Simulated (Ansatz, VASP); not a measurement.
**One calculation of V, two programs**

The input INCAR:

```
SYSTEM = V
  ALGO = Fast
  EDIFF = 1E-6
  ENCUT = 520
  GGA = PE
  ISIF = 2
  ISMEAR = 0
  LASPH = .TRUE.
  LCHARG = .FALSE.
  LREAL = .FALSE.
  LWAVE = .FALSE.
  NBANDS = 12
  NELM = 80
  PREC = Accurate
  SIGMA = 0.15
```

File KPOINTS:

```
k-points
0
G
  22 22 22
  0 0 0
```

The input POSCAR:

```
V
1.0
    0.0000000000      1.8950000000      1.9518500000
    1.8950000000      0.0000000000      1.9518500000
    1.8950000000      1.8950000000      0.0000000000
V
1
Direct
    0.0000000000      0.0000000000      0.0000000000
```

Input for Ansatz:

```yaml
crystal:
  lattice:
    - [0.0, 1.895, 1.95185]
    - [1.895, 0.0, 1.95185]
    - [1.895, 1.895, 0.0]
  atoms:
    - { symbol: V, position: [0.0, 0.0, 0.0] }
basis:
  ecutwfc: 420
kpoints:
  mp_grid: { grid: [22, 22, 22] }
hamiltonian:
  xc: pbe
scf:
  occupations: { method: gaussian, width: 0.15 }
output:
  forces: true
  stress: true
  eigenvalues: true
```

Change from the starting cell: strain +0.000 along x and y, +0.030 along z, atoms carried along.

Alike in both runs: task single point; functional PBE; k mesh 22 × 22 × 22; occupations gaussian, width 0.15 eV; no spin polarisation.

|  | VASP | Ansatz |
| --- | --- | --- |
| version | VASP 6.6.1 | Ansatz 0.2.0 |
| potentials or method | VASP PAW PBE potentials, release 64 (V_sv), cutoff 520 eV | scalar-relativistic, plane waves, PAW |
| valence electrons in the cell | 13 | 13 |

Ansatz gave:

| Property | Result |
| --- | --- |
| gap on the k mesh at the Fermi level (eV) | none |
| pressure (GPa) | -1.6 |
| traceless stress, the component that is largest in VASP (GPa) | 4.47 |

Q: What did VASP give for the same quantities?

A: gap on the k mesh at the Fermi level (eV): none; pressure (GPa): -1.3; traceless stress, the component that is largest in VASP (GPa): 4.47.

A gap of «none» marks a metal or a gap that the smearing closes.
